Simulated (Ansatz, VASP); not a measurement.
# Two plane-wave programs on LiGaO

```
Li Ga O
1.0
     3.78412    0.00000    0.00000
     0.00000    3.78412    0.00000
     0.00000    0.00000    3.37192
Li Ga O
1 1 1
Direct
  0.00000 0.00000 0.50000
  0.50000 0.50000 0.50000
  0.00000 0.00000 0.00000
```

Alike in both runs: task relaxation of cell and atoms; functional PBE; k mesh 10 × 10 × 10; occupations gaussian, width 0.01 eV; no spin polarisation.

|  | VASP | Ansatz |
| --- | --- | --- |
| version | VASP 6.6.1 | Ansatz 0.2.0 |
| potentials or method | VASP PAW PBE potentials, release 64 (Li_sv, Ga_d, O), cutoff 600 eV | scalar-relativistic, plane waves, PAW |
| valence electrons in the cell | 22 | 22 |

|  | VASP | Ansatz | Ansatz less VASP |
| --- | --- | --- | --- |
| gap on the k mesh at the Fermi level, each at its own relaxed structure (eV) | 0.26 | 0.28 | +0.011 |
| relaxed volume (Å³/atom) | 16.12 | 16.09 | -0.023 |
| relaxed length of the cell vector where the two differ most in proportion (Å) | 3.383 | 3.372 | -0.0110 |

Noted on VASP's run: the cutoff is under 1.25 times that of the potentials, so the pressure is a little rough.
